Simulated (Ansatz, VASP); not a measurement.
**One calculation of HfB2, two programs**

```
Hf B
1.0
     3.14000    0.04710    0.00000
    -1.52921    2.69577    0.00000
     0.00000    0.00000    3.48000
Hf B
1 2
Direct
  0.00000 0.00000 0.00000
  0.33333 0.66667 0.50000
  0.66667 0.33333 0.50000
```

Alike in both runs: task single point; functional PBE; k mesh 13 × 13 × 10; no spin polarisation.

|  | VASP | Ansatz |
| --- | --- | --- |
| version | VASP 6.6.1 | Ansatz 0.2.0 |
| potentials or method | VASP PAW PBE potentials, release 64 (Hf_pv, B), cutoff 520 eV | plane waves, PAW |
| occupations | methfessel-paxton of order 1, width 0.1 eV | cold |
| valence electrons in the cell | 16 | 32 |

|  | VASP | Ansatz | Ansatz less VASP |
| --- | --- | --- | --- |
| pressure (GPa) | 1.2 | 1.6 | +0.37 |
| traceless stress, the component that is largest in VASP (GPa) | -8.09 | -8.08 | +0.009 |

VASP's potentials hold 16 valence electrons a cell and Ansatz's 32, so a difference there can come from the potentials and not from the codes.

Neither program's run includes spin-orbit coupling.
